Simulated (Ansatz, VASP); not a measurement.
## Two plane-wave programs on WSe2

```
CELL_PARAMETERS angstrom
3.35123 0.00000 0.00000
-1.67562 2.90225 0.00000
0.00000 0.00000 32.73749
ATOMIC_POSITIONS crystal
Se 0.33333 0.66667 0.44927
Se 0.33333 0.66667 0.55073
W 0.66667 0.33333 0.50000
```

Change from the starting cell: biaxial strain +0.020, atoms relaxed.

Alike in both runs: functional PBE; dispersion D3(BJ); k mesh 12 × 12 × 1; occupations gaussian, width 0.02 eV; no spin polarisation.

Ansatz relaxed the structure, and its values are those at the end. VASP's run is a single point on that final structure, the one shown.

|  | VASP | Ansatz |
| --- | --- | --- |
| version | VASP 6.6.1 | Ansatz 0.2.0 |
| potentials or method | VASP PAW PBE potentials, release 64 (Se, W_sv), cutoff 520 eV | scalar-relativistic, plane waves, PAW |
| valence electrons in the cell | 26 | 46 |

Ansatz gave:

| Quantity | Value |
| --- | --- |
| gap on the k mesh at the Fermi level (eV) | 1.43 |
| least direct gap on the mesh (eV) | 1.43 |
| rms of the force components (eV/Å) | 0.000 |

Task: What did VASP give for the same quantities?

Result: gap on the k mesh at the Fermi level (eV): 1.42; least direct gap on the mesh (eV): 1.42; rms of the force components (eV/Å): 0.021.

VASP's potentials hold 26 valence electrons a cell and Ansatz's 46, so a difference there can come from the potentials and not from the codes. Ansatz's warnings: stress scf threshold loose.

Spin-orbit coupling is off throughout.
